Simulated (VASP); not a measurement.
# La2O3 (P-3m1) in VASP: a series of runs, part 2 of 2

VASP 6.6.1. Earlier steps stand in the parts before.

## (4) Single point, r2SCAN

This run uses another cell than the first one, of 16.43 Å³/atom, 0.987 times its volume.

Contents of POSCAR:

```
La2O3
1.0
    3.9351015402      0.0000000000      0.0000000000
   -1.9675507701      3.4078979003      0.0000000000
    0.0000000000      0.0000000000      6.1262271608
La O
2 3
Direct
    0.6666666667      0.3333333333      0.7538431652
    0.3333333333      0.6666666667      0.2461568348
    0.6666666667      0.3333333333      0.3538862911
    0.3333333333      0.6666666667      0.6461137089
    0.0000000000      0.0000000000      0.0000000000
```

Contents of INCAR.step1:

```
PREC     = Accurate       # precision mode
ENCUT    = 520            # plane-wave cutoff, eV
ISMEAR   = 0              # smearing method
SIGMA    = 0.01           # smearing width, eV
LREAL    = False          # projectors in reciprocal space
LASPH    = True           # aspherical terms in the spheres
NELM     = 60             # most SCF steps
NBANDS   = 28             # bands
GGA      = PE             # functional
ALGO     = Normal         # electronic algorithm
EDIFF    = 1E-4           # SCF threshold, eV
LWAVE    = True           # write WAVECAR
LCHARG   = False          # write CHGCAR
```

Contents of INCAR.step2:

```
PREC     = Accurate       # precision mode
ENCUT    = 520            # plane-wave cutoff, eV
EDIFF    = 1E-6           # SCF threshold, eV
ISMEAR   = 0              # smearing method
SIGMA    = 0.01           # smearing width, eV
LREAL    = False          # projectors in reciprocal space
LASPH    = True           # aspherical terms in the spheres
NELM     = 60             # most SCF steps
ALGO     = Normal         # electronic algorithm
ISIF     = 2              # what is computed and relaxed
LWAVE    = False          # write WAVECAR
LCHARG   = False          # write CHGCAR
METAGGA  = R2SCAN         # meta-GGA
LMIXTAU  = True         
NBANDS   = 28             # bands
ISTART   = 1
```

Contents of KPOINTS:

```
regular mesh
0
Gamma
  12 12 4
```

Potentials or basis: VASP PAW PBE potentials, release 64 (La, O).

On the command line:

```console
$ cat potpaw_PBE.64/La/POTCAR potpaw_PBE.64/O/POTCAR > POTCAR
$ cp INCAR.step1 INCAR
$ mpirun -np 1 vasp_std > vasp.out
$ cp INCAR.step2 INCAR
$ mpirun -np 1 vasp_std > vasp.out
```

OUTCAR:

```text
PREC = Accurate
   ENCUT = 520
   EDIFF = 1E-6
   ISMEAR = 0
   LREAL = False
   LASPH = True
   NELM = 60
   ISIF = 2
   METAGGA = R2SCAN
   ISTART = 1

 ion  position               nearest neighbor table
   1  0.667  0.333  0.754-   4 2.37   4 2.37   4 2.37   3 2.45   5 2.73   5 2.73   5 2.73
   2  0.333  0.667  0.246-   3 2.37   3 2.37   3 2.37   4 2.45   5 2.73   5 2.73   5 2.73
   3  0.667  0.333  0.354-   2 2.37   2 2.37   2 2.37   1 2.45
   4  0.333  0.667  0.646-   1 2.37   1 2.37   1 2.37   2 2.45
   5  0.000  0.000  0.000-   1 2.73   2 2.73   1 2.73   2 2.73   1 2.73   2 2.73

  LATTYP: Found a hexagonal cell.
 ALAT       =     3.9351015402
 C/A-ratio  =     1.5568155226

  Lattice vectors:

 A1 = (   3.9351015402,   0.0000000000,   0.0000000000)
 A2 = (  -1.9675507701,   3.4078979003,   0.0000000000)
 A3 = (   0.0000000000,   0.0000000000,   6.1262271608)

Analysis of symmetry for initial positions (statically):
=====================================================================
 Subroutine PRICEL returns:
 Original cell was already a primitive cell.

 Routine SETGRP: Setting up the symmetry group for a
 hexagonal supercell.

 Subroutine GETGRP returns: Found 12 space group operations
 (whereof 12 operations were pure point group operations)
 out of a pool of 24 trial point group operations.

The static configuration has the point symmetry D_3d.

Analysis of symmetry for dynamics (positions and initial velocities):
=====================================================================
 Subroutine PRICEL returns:
 Original cell was already a primitive cell.

 Routine SETGRP: Setting up the symmetry group for a
 hexagonal supercell.

 Subroutine GETGRP returns: Found 12 space group operations
 (whereof 12 operations were pure point group operations)
 out of a pool of 24 trial point group operations.

The dynamic configuration has the point symmetry D_3d.

 Subroutine INISYM returns: Found 12 space group operations
[... 119 lines left out ...]
   EFERMI_NEDOS =   21; number of points for ismear=-14 and -15
   IALGO  =     38    algorithm
   IMIX   =      4    mixing-type and parameters
     AMIX     =   0.40;   BMIX     =  1.00
     AMIX_MAG =   1.60;   BMIX_MAG =  1.00
  volume/ion in A,a.u.               =      16.43       110.88
  Fermi-wavevector in a.u.,A,eV,Ry     =   1.287902  2.433783 22.567883  1.658693
  Thomas-Fermi vector in A             =   2.419889
   LORBIT       =      0    0 simple, 1 ext, 2 COOP (PROOUT), +10 PAW based schemes
   METAGGA = R2SCAN    functional components
   LHFCALC =     F    Hartree Fock is set to
   AEXX    =    0.0000 exact exchange contribution
   IVDW    =     0    specifies the selected vdW correction
   LEPSILON=     F    determine dielectric tensor
   LRPA    =     F    only Hartree local field effects (RPA)
 non-spin polarized calculation
 Gauss-broadening in eV      SIGMA  =   0.01
  energy-cutoff  :      520.00
  volume of cell :       82.16
 maximum number of plane-waves:      2249
 NGX is ok and might be reduce to    30
   NGX = 15   NGY = 15   NGZ = 23

 number of electron      39.9999991 magnetization

 Free energy of the ion-electron system (eV)
  ---------------------------------------------------
  ext. energy  EPLUGINS =         0.00000000
  ---------------------------------------------------
  free energy    TOTEN  =       -96.05769183 eV

  energy without entropy =      -96.05769183  energy(sigma->0) =      -96.05769183

 E-fermi :   5.8143     XC(G=0): -11.0783

 val. band max:        5.6775793366   @ k =   0.5000  -0.0000   0.5000
 cond. band min:       9.9187715796   @ k =   0.3333   0.3333   0.0000
 fundamental gap:      4.2411922430
 Fermi energy:         5.8143173224

 k-point     1 :       0.0000    0.0000    0.0000
  band No.  band energies     occupation
      1     -25.0649      2.00000
      2     -24.8146      2.00000
      3     -12.1256      2.00000
      4     -11.0045      2.00000
      5     -10.4970      2.00000
      6      -8.0611      2.00000
[... 733 lines left out ...]
     27      11.7018      0.00000
     28      11.8316      0.00000

 [... further k-points ...]
[... 5 lines left out ...]
  --------------------------------------------------------------------------------------
  -------------------------------------------------------------------------------------
  Total       -0.2356096     -0.2356096     -0.1784894      0.0000000      0.0000000      0.0000000
  in kB       -4.5948134     -4.5948134     -3.4808675      0.0000000      0.0000000      0.0000000
  external PRESSURE =      -4.2234981 kB  Pullay stress =       0.0000000 kB

 VOLUME and BASIS-vectors are now :
 -----------------------------------------------------------------------------
  energy-cutoff  :      520.00
  volume of cell :       82.16
      direct lattice vectors                 reciprocal lattice vectors
     3.935101540  0.000000000  0.000000000     0.254123049  0.146718011  0.000000000
    -1.967550770  3.407897900  0.000000000     0.000000000  0.293436021  0.000000000
     0.000000000  0.000000000  6.126227161     0.000000000  0.000000000  0.163232602

 POSITION                                       TOTAL-FORCE (eV/Angst)
 -----------------------------------------------------------------------------------
      1.96755      1.13597      4.61821        -0.000000     -0.000000     -0.021733
     -0.00000      2.27193      1.50801         0.000000      0.000000      0.021733
      1.96755      1.13597      2.16799         0.000000     -0.000000     -0.005329
     -0.00000      2.27193      3.95824        -0.000000      0.000000      0.005329
      0.00000      0.00000      0.00000         0.000000      0.000000     -0.000000
 -----------------------------------------------------------------------------------
    total drift:                               -0.000000      0.000000      0.000000

  FREE ENERGIE OF THE ION-ELECTRON SYSTEM (eV)
  ---------------------------------------------------
  free  energy   TOTEN  =       -96.0576918334 eV

  energy  without entropy=      -96.0576918334  energy(sigma->0) =      -96.05769183
```

OSZICAR.step1:

```text
N       E                     dE             d eps       ncg     rms          rms(c)
DAV:   1     0.474105692403E+03    0.47411E+03   -0.15504E+04  4024   0.218E+03
DAV:   2     0.847753085476E+02   -0.38933E+03   -0.37050E+03  5032   0.353E+02
DAV:   3    -0.327599372372E+02   -0.11754E+03   -0.11345E+03  6344   0.197E+02
DAV:   4    -0.465492679293E+02   -0.13789E+02   -0.13753E+02  6564   0.723E+01
DAV:   5    -0.474801332152E+02   -0.93087E+00   -0.93010E+00  6720   0.207E+01    0.149E+01
DAV:   6    -0.418456471631E+02    0.56345E+01   -0.49852E+01  6240   0.381E+01    0.755E+00
DAV:   7    -0.418203297300E+02    0.25317E-01   -0.53565E+00  7480   0.206E+01    0.349E+00
DAV:   8    -0.418228877482E+02   -0.25580E-02   -0.61053E-01  6776   0.603E+00    0.121E+00
DAV:   9    -0.418170355947E+02    0.58522E-02   -0.10529E-01  6984   0.235E+00    0.335E-01
DAV:  10    -0.418195526221E+02   -0.25170E-02   -0.24546E-02  6728   0.976E-01    0.163E-01
DAV:  11    -0.418208398342E+02   -0.12872E-02   -0.75358E-03  7096   0.607E-01    0.124E-01
DAV:  12    -0.418209143734E+02   -0.74539E-04   -0.24760E-03  6168   0.299E-01    0.506E-02
DAV:  13    -0.418209579271E+02   -0.43554E-04   -0.10331E-03  5704   0.208E-01    0.249E-02
DAV:  14    -0.418209524397E+02    0.54874E-05   -0.10857E-04  3168   0.128E-01
   1 F= -.41820952E+02 E0= -.41820952E+02  d E =-.137899E-62
```

Wall time 8.1 min (1 thread of Intel Xeon 6975P-C (Granite Rapids), shared host); peak memory 0.31 GiB.

What came out:

```
Free energy            : -96.0577 eV
Pressure               : -0.4 GPa
Largest force          : 0.022 eV/Å
Band gap on the k mesh : 4.24 eV, indirect (least direct gap 4.36 eV)
```

Forces in eV/Å, atoms in the order of the input:
```
La   0.000  0.000 -0.022
La   0.000  0.000  0.022
O    0.000  0.000 -0.005
O    0.000  0.000  0.005
O    0.000  0.000  0.000
```

Caveat: the PAW data sets were made with another functional, which shifts forces and pressure a little; spin-orbit coupling is left out, which moves the levels of the heavy elements.

## (5) Overview

| task | level | cell | k mesh | cutoff (eV) | smearing | gap on the mesh (eV) | pressure (GPa) | largest force (eV/Å) |
| --- | --- | --- | --- | --- | --- | --- | --- | --- |
| relaxation of cell and atoms | PBEsol | relaxed from a = 3.940, b = 3.940, c = 6.187 Å, angles 90.0, 90.0, 120.0°, 5 atoms | 6 × 6 × 4 | 600 | fermi-dirac 0.02 eV | 3.78 | 0.0 | - |
| single point | PBE | a = 3.940, b = 3.940, c = 6.187 Å, angles 90.0, 90.0, 120.0°, 5 atoms | 12 × 12 × 4 | 520 | fermi-dirac 0.02 eV | 3.85 | -0.3 | 0.01 |
| single point | r2SCAN | a = 3.935, b = 3.935, c = 6.126 Å, angles 90.0, 90.0, 120.0°, 5 atoms | 12 × 12 × 4 | 520 | gaussian 0.01 eV | 4.24 | -0.4 | 0.02 |

Alike in all rows: potentials or basis VASP PAW PBE potentials, release 64 (La, O); no spin polarisation.

Caveats: spin-orbit coupling is left out, which moves the levels of the heavy elements; the PAW data sets were made with another functional, which shifts forces and pressure a little (some runs).

Total energies depend on the potentials used, so only differences within one code and one set of settings carry meaning.
